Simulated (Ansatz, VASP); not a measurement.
# Two plane-wave programs on Bi

```
Bi
1.0
     0.00000    2.51298    2.51298
     2.51298    0.00000    2.51298
     2.51298    2.51298    0.00000
Bi
1
Direct
  0.00000 0.00000 0.00000
```

Alike in both runs: functional PBE; k mesh 15 × 15 × 15; occupations fermi-dirac, width 0.1 eV; no spin polarisation.

Ansatz relaxed the structure, and its values are those at the end. VASP's run is a single point on that final structure, the one shown.

|  | VASP | Ansatz |
| --- | --- | --- |
| version | VASP 6.6.1 | Ansatz 0.2.0 |
| potentials or method | VASP PAW PBE potentials, release 64 (Bi_d) | PAW with Ansatz's default frozen-core files, scalar-relativistic |
| plane-wave cutoff (eV) | 520 | 420 |
| valence electrons in the cell | 15 | 15 |

VASP gave:

```
pressure (GPa) : -0.1
```

Task: Which values does Ansatz return?

Result: Pressure (GPa): 0.0.

With one functional, cell and mesh, what is left measures potentials, basis and numerics.

Spin-orbit coupling is off throughout.
